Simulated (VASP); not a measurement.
# Zr2C (P6/mmm) in VASP: relaxation of cell and atoms with PBEsol

Aim: the relaxation of cell and atoms of Zr2C with PBEsol.

Program: VASP 6.6.1. These are calculated values, not measurements. Logs are shortened: lines on timing, memory, paths and dates and some standing lists are left out, and cuts for length are marked.

## Step 1: The cell of the first run

Symmetry: P6/mmm, No. 191, hexagonal system. Conventional cell: a = 4.541 Å, b = 4.541 Å, c = 2.756 Å, α = 90.00°, β = 90.00°, γ = 120.00°. Within 3.5 Å of Zr (site symmetry -6m2) lie 5 Zr at 2.62 to 2.76 Å and 6 C at 2.96 Å. Within 3.6 Å of C (site symmetry 6/mmm) lie 2 C at 2.76 Å and 12 Zr at 2.96 Å.

## Step 2: Relaxation of cell and atoms, PBEsol, non-collinear spin, zero start, spin-orbit coupling

INCAR reads:

```
ALGO = Normal
EDIFF = 1E-6
EDIFFG = -0.01
ENCUT = 600
GGA = PS
GGA_COMPAT = F
IBRION = 2
ISIF = 3
ISMEAR = -1
LASPH = T
LCHARG = F
LMAXMIX = 4
LNONCOLLINEAR = T
LORBIT = 11
LORBMOM = T
LREAL = F
LSORBIT = T
LWAVE = F
MAGMOM = 0 0 0 0 0 0 0 0 0
NELM = 150
NSW = 60
PREC = Accurate
SIGMA = 0.05
```

KPOINTS reads:

```
k-points
0
Gamma
  5 5 7
```

POSCAR reads:

```
Zr2C
1.0
    4.5413600000      0.0000000000      0.0000000000
   -2.2706800000      3.9329300000      0.0000000000
    0.0000000000      0.0000000000      2.7564600000
Zr C
2 1
Direct
    0.3333300000      0.6666700000      0.0000000000
    0.6666700000      0.3333300000      0.0000000000
    0.0000000000      0.0000000000      0.5000000000
```

Potentials or basis: VASP PAW PBE potentials, release 64 (Zr_sv, C).

Run with:

```
cat potpaw_PBE.64/Zr_sv/POTCAR potpaw_PBE.64/C/POTCAR > POTCAR
mpirun -np 1 vasp_ncl > vasp.out
```

OUTCAR:

```text
EDIFF = 1E-6
   EDIFFG = -0.01
   ENCUT = 600
   GGA = PS
   IBRION = 2
   ISIF = 3
   ISMEAR = -1
   LASPH = T
   LNONCOLLINEAR = T
   LORBIT = 11
   LREAL = F
   LSORBIT = T
   NELM = 150
   NSW = 60
   PREC = Accurate

 ion  position               nearest neighbor table
   1  0.333  0.667  0.000-   2 2.62   2 2.62   2 2.62   3 2.96   3 2.96   3 2.96   3 2.96   3 2.96
                             3 2.96   2 3.80   2 3.80   2 3.80   2 3.80   2 3.80   2 3.80
   2  0.667  0.333  0.000-   1 2.62   1 2.62   1 2.62   3 2.96   3 2.96   3 2.96   3 2.96   3 2.96
                             3 2.96   1 3.80   1 3.80   1 3.80   1 3.80   1 3.80   1 3.80
   3  0.000  0.000  0.500-   1 2.96   2 2.96   1 2.96   2 2.96   1 2.96   1 2.96   2 2.96   2 2.96
                             2 2.96   2 2.96   1 2.96   1 2.96

  LATTYP: Found a hexagonal cell.
 ALAT       =     4.5413600000
 C/A-ratio  =     0.6069679567

  Lattice vectors:

 A1 = (   4.5413600000,   0.0000000000,   0.0000000000)
 A2 = (  -2.2706800000,   3.9329300000,   0.0000000000)
 A3 = (   0.0000000000,   0.0000000000,   2.7564600000)

Analysis of symmetry for initial positions (statically):
=====================================================================
 Subroutine PRICEL returns:
 Original cell was already a primitive cell.

 Routine SETGRP: Setting up the symmetry group for a
 hexagonal supercell.

 Subroutine GETGRP returns: Found  8 space group operations
 (whereof  8 operations were pure point group operations)
 out of a pool of 24 trial point group operations.

The static configuration has the point symmetry D_2h.

Analysis of symmetry for dynamics (positions and initial velocities):
=====================================================================
 Subroutine PRICEL returns:
 Original cell was already a primitive cell.

 Routine SETGRP: Setting up the symmetry group for a
 hexagonal supercell.

 Subroutine GETGRP returns: Found  8 space group operations
 (whereof  8 operations were pure point group operations)
 out of a pool of 24 trial point group operations.

The dynamic configuration has the point symmetry D_2h.

Analysis of structural, dynamic, and magnetic symmetry:
=====================================================================
 Subroutine PRICEL returns:
 Original cell was already a primitive cell.

 Routine SETGRP: Setting up the symmetry group for a
 hexagonal supercell.

 Subroutine GETGRP returns: Found  8 space group operations
 (whereof  8 operations were pure point group operations)
 out of a pool of 24 trial point group operations.

The overall configuration has the point symmetry D_2h.

 Subroutine INISYM returns: Found  8 space group operations
 (whereof  8 operations are pure point group operations),
 and found     1 'primitive' translations

----------------------------------------------------------------------------------------

                                     Primitive cell

  volume of cell :      49.2327

  direct lattice vectors                    reciprocal lattice vectors
     4.541360000  0.000000000  0.000000000     0.220198355  0.127131680  0.000000000
    -2.270680000  3.932930000  0.000000000     0.000000000  0.254263361  0.000000000
     0.000000000  0.000000000  2.756460000     0.000000000  0.000000000  0.362784151

  length of vectors
     4.541360000  4.541357291  2.756460000     0.254263209  0.254263361  0.362784151

  position of ions in fractional coordinates (direct lattice)
     0.333330000  0.666670000  0.000000000
     0.666670000  0.333330000  0.000000000
     0.000000000  0.000000000  0.500000000

  ion indices of the primitive-cell ions
   primitive index   ion index
                 1           1
                 2           2
                 3           3

----------------------------------------------------------------------------------------

 KPOINTS: k-points

Automatic generation of k-mesh.
 Grid dimensions read from file:
 generate k-points for:    5    5    7

 Generating k-lattice:

  Cartesian coordinates                     Fractional coordinates (reciprocal lattice)
     0.044039671  0.025426336  0.000000000     0.200000000 -0.000000000  0.000000000
     0.000000000  0.050852672  0.000000000     0.000000000  0.200000000  0.000000000
     0.000000000  0.000000000  0.051826307     0.000000000  0.000000000  0.142857143

  Length of vectors
     0.050852642  0.050852672  0.051826307

[... 83 lines left out ...]
   LRPA    =     F    only Hartree local field effects (RPA)
 conjugate gradient relaxation of ions
  energy-cutoff  :      600.00
  volume of cell :       49.23
 maximum number of plane-waves:      3322
   NGX = 19   NGY = 19   NGZ = 11

--------------------------------------- Ionic step        1  -------------------------------------------

 number of electron      28.0000000 magnetization      -0.0000000      0.0000000     -0.0000000

 number of electron      28.0000000 magnetization      -0.0000000      0.0000000      0.0000000

 number of electron      28.0000000 magnetization      -0.0000000     -0.0000000     -0.0000000

 number of electron      28.0000000 magnetization       0.0000000      0.0000000      0.0000000

 Free energy of the ion-electron system (eV)
  ---------------------------------------------------
  ext. energy  EPLUGINS =         0.00000000
  ---------------------------------------------------
  free energy    TOTEN  =       -22.82538338 eV

  energy without entropy =      -22.80126004  energy(sigma->0) =      -22.81332171

 E-fermi :   9.4386     XC(G=0): -11.8021

 val. band max:        9.4323857392   @ k =  -0.2000   0.2000   0.1429
 cond. band min:       9.5468230588   @ k =   0.4000   0.0000   0.0000
 fundamental gap:      0.1144373196
 Fermi energy:         9.4386281737

 k-point     1 :       0.0000    0.0000    0.0000
  band No.  band energies     occupation
      1     -39.3858      1.00000
      2     -39.3858      1.00000
      3     -38.7566      1.00000
      4     -38.7566      1.00000
      5     -18.9371      1.00000
      6     -18.9371      1.00000
[... 1092 lines left out ...]
 number of electron      27.9999999 magnetization      -0.0000000      0.0000000      0.0000000

 number of electron      27.9999999 magnetization      -0.0000000      0.0000000     -0.0000000

 Free energy of the ion-electron system (eV)
  ---------------------------------------------------
  ext. energy  EPLUGINS =         0.00000000
  ---------------------------------------------------
  free energy    TOTEN  =       -22.85476794 eV

  energy without entropy =      -22.82949999  energy(sigma->0) =      -22.84213397

 E-fermi :  10.0219     XC(G=0): -12.0180

 val. band max:        9.9995882010   @ k =  -0.2000   0.2000   0.1429
 cond. band min:      10.0800616235   @ k =   0.0000   0.0000   0.1429
 fundamental gap:      0.0804734225
 Fermi energy:        10.0219319603

 k-point     1 :       0.0000    0.0000    0.0000
  band No.  band energies     occupation
      1     -38.8581      1.00000
      2     -38.8581      1.00000
      3     -38.1148      1.00000
      4     -38.1148      1.00000
      5     -18.4712      1.00000
      6     -18.4712      1.00000
[... 957 lines left out ...]
  FREE ENERGIE OF THE ION-ELECTRON SYSTEM (eV)
  ---------------------------------------------------
  free  energy   TOTEN  =       -22.8547679447 eV

  energy  without entropy=      -22.8294999926  energy(sigma->0) =      -22.84213397

 reached required accuracy - stopping structural energy minimisation

 orbital moment (x)

 # of ion     p       d       tot
 ----------------------------------------
  1         0.000   0.000   0.000
  2         0.000   0.000   0.000
  3         0.000   0.000   0.000
 ----------------------------------------
            0.000   0.000   0.000

 orbital moment (y)

 # of ion     p       d       tot
 ----------------------------------------
  1         0.000   0.000   0.000
  2         0.000   0.000   0.000
  3         0.000   0.000   0.000
 ----------------------------------------
            0.000   0.000   0.000

 orbital moment (z)

 # of ion     p       d       tot
 ----------------------------------------
  1         0.000  -0.000  -0.000
  2         0.000  -0.000  -0.000
  3         0.000   0.000   0.000
 ----------------------------------------
            0.000  -0.000  -0.000

 Spin-Orbit-Coupling matrix elements

 Ion:    1  E_soc:     -0.1465884
 l=   1
     0.0000000    -0.0235943    -0.0237597
    -0.0235943     0.0000000    -0.0235943
    -0.0237597    -0.0235943     0.0000000
 l=   2
     0.0000000    -0.0001566     0.0000000    -0.0001566    -0.0006958
    -0.0001566     0.0000000    -0.0004533    -0.0001169    -0.0001566
     0.0000000    -0.0004533     0.0000000    -0.0004533     0.0000000
    -0.0001566    -0.0001169    -0.0004533     0.0000000    -0.0001566
    -0.0006958    -0.0001566     0.0000000    -0.0001566     0.0000000
 l=   3
     0.0000000     0.0000000     0.0000000     0.0000000     0.0000000     0.0000000     0.0000000
     0.0000000     0.0000000     0.0000000     0.0000000     0.0000000     0.0000000     0.0000000
     0.0000000     0.0000000     0.0000000     0.0000000     0.0000000     0.0000000     0.0000000
     0.0000000     0.0000000     0.0000000     0.0000000     0.0000000     0.0000000     0.0000000
[... 29 lines left out ...]
 l=   2
     0.0000000     0.0000000     0.0000000     0.0000000     0.0000000
     0.0000000     0.0000000     0.0000000     0.0000000     0.0000000
     0.0000000     0.0000000     0.0000000     0.0000000     0.0000000
     0.0000000     0.0000000     0.0000000     0.0000000     0.0000000
     0.0000000     0.0000000     0.0000000     0.0000000     0.0000000
 l=   3
     0.0000000     0.0000000     0.0000000     0.0000000     0.0000000     0.0000000     0.0000000
     0.0000000     0.0000000     0.0000000     0.0000000     0.0000000     0.0000000     0.0000000
     0.0000000     0.0000000     0.0000000     0.0000000     0.0000000     0.0000000     0.0000000
     0.0000000     0.0000000     0.0000000     0.0000000     0.0000000     0.0000000     0.0000000
     0.0000000     0.0000000     0.0000000     0.0000000     0.0000000     0.0000000     0.0000000
     0.0000000     0.0000000     0.0000000     0.0000000     0.0000000     0.0000000     0.0000000
     0.0000000     0.0000000     0.0000000     0.0000000     0.0000000     0.0000000     0.0000000

 total charge

# of ion       s       p       d       tot
------------------------------------------
    1        2.199   5.932   2.143  10.274
    2        2.199   5.932   2.143  10.274
    3        0.927   1.108   0.000   2.035
--------------------------------------------------
tot          5.326  12.971   4.286  22.583

 magnetization (x)

# of ion       s       p       d       tot
------------------------------------------
    1        0.000   0.000   0.000   0.000
    2        0.000   0.000   0.000   0.000
    3        0.000   0.000   0.000   0.000
--------------------------------------------------
tot          0.000   0.000   0.000   0.000

 magnetization (y)

# of ion       s       p       d       tot
------------------------------------------
    1        0.000   0.000   0.000   0.000
    2        0.000   0.000   0.000   0.000
    3        0.000   0.000   0.000   0.000
--------------------------------------------------
tot          0.000   0.000   0.000   0.000

 magnetization (z)

# of ion       s       p       d       tot
------------------------------------------
    1        0.000   0.000   0.000   0.000
    2        0.000   0.000   0.000   0.000
    3        0.000   0.000   0.000   0.000
--------------------------------------------------
tot          0.000   0.000   0.000   0.000
```

Run time: 13 min. Hardware: 1 thread of Intel Xeon 8259CL, shared host; peak memory 0.37 GiB.

What came out:

```yaml
Free_energy: -22.8548 eV
Relaxed_volume: 15.70 Å³/atom
Relaxed_cell: a = 4.464 Å, b = 4.464 Å, c = 2.729 Å, α = 90.00°, β = 90.00°, γ = 120.00°
Space_group_after_relaxing_to_0.1_Å: P6/mmm (No. 191)
Energy_gained_by_relaxing: 9.8 meV/atom
Ionic_steps: 5
Pressure_after_relaxing: 0.0 GPa
Net_moment: 0.00 μB per cell
Valence_electrons_inside_the_program's_atomic_spheres: Zr 10.27; C 2.04
```

The path:
```tsv
step	energy change (eV)	largest force (eV/Å)	pressure (GPa)	volume (Å³)
1	0.0000	0.0002	-4.22	49.23
2	-0.0223	0.0002	2.27	46.22
3	-0.0285	0.0000	0.03	47.14
4	-0.0294	0.0002	-0.03	47.09
5	-0.0294	0.0002	-0.02	47.10
```

Final structure:
```yaml
crystal:
  lattice:
    - [4.46367, 0.00005, 0.00000]
    - [-2.23179, 3.86567, 0.00000]
    - [0.00000, 0.00000, 2.72944]
  atoms:
    - { symbol: Zr, position: [0.33333, 0.66667, 0.00000] }
    - { symbol: Zr, position: [0.66667, 0.33333, 0.00000] }
    - { symbol: C, position: [0.00000, 0.00000, 0.50000] }
```

Moments on the atoms (μB; x, y, z):
```
Zr  0.00 0.00 0.00
Zr  0.00 0.00 0.00
C   0.00 0.00 0.00
```

Caveat: the PAW data sets were made with another functional, which shifts forces and pressure a little.
